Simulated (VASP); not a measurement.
Wanted: the native input for a VASP 6.6.1 run.

| Property | Result |
| --- | --- |
| Task | single point |
| Functional | PBE |
| Potentials or basis | VASP PAW PBE potentials, release 64 (Y_sv, Al, N) |
| Cutoff | 520 eV |
| k mesh | 4 × 4 × 4 |
| Occupations | gaussian, width 0.1 eV |
| Spin | no spin polarisation |
| Dipole correction | no |
| Further INCAR settings | ALGO = Normal; EDIFF = 1e-06; NBANDS = 30 |

The structure of YAl3N4 lies in POSCAR:

```
YAl3N4
1.0
    4.8166802000      0.0000000000      0.0000000000
    0.0000000000      4.8166802000      0.0000000000
    0.0000000000      0.0000000000      4.8166802000
Y Al N
1 3 4
Direct
    0.5000000000      0.5000000000      0.5000000000
    0.5000000000      0.0000000000      0.0000000000
    0.0000000000      0.0000000000      0.5000000000
    0.0000000000      0.5000000000      0.0000000000
    0.7500000000      0.2500000000      0.7500000000
    0.7500000000      0.7500000000      0.2500000000
    0.2500000000      0.2500000000      0.2500000000
    0.2500000000      0.7500000000      0.7500000000
```

One way to write it, as run:

INCAR

```
SYSTEM = YAl3N4
PREC     = Accurate       ! precision mode
ENCUT    = 520            ! plane-wave cutoff, eV
EDIFF    = 1E-6           ! SCF threshold, eV
ISMEAR   = 0              ! smearing method
SIGMA    = 0.1            ! smearing width, eV
LREAL    = .False.        ! projectors in reciprocal space
LASPH    = .True.         ! aspherical terms in the spheres
NELM     = 60             ! most SCF steps
ALGO     = Normal         ! electronic algorithm
ISIF     = 2              ! what is computed and relaxed
LWAVE    = .False.        ! write WAVECAR
LCHARG   = .True.         ! write CHGCAR
GGA      = PE             ! functional
LELF     = .True.         ! ELF
LVHAR    = .True.       
NBANDS   = 30             ! bands
```

KPOINTS

```
Automatic mesh
0
Gamma
  4 4 4
  0 0 0
```

Potentials or basis: VASP PAW PBE potentials, release 64 (Y_sv, Al, N).

Launch:

```bash
$ cat potpaw_PBE.64/Y_sv/POTCAR potpaw_PBE.64/Al/POTCAR potpaw_PBE.64/N/POTCAR > POTCAR
$ mpirun -np 1 vasp_std > vasp.out
```

Results of the run:

The pressure is -9.3 GPa and the band gap on the k mesh is 1.97 eV (least direct gap 2.64 eV).

Caveat: the cell stands under tension.

It took 50 s on 1 thread of Intel Xeon 8259CL, on a shared host, peak memory 0.23 GiB.
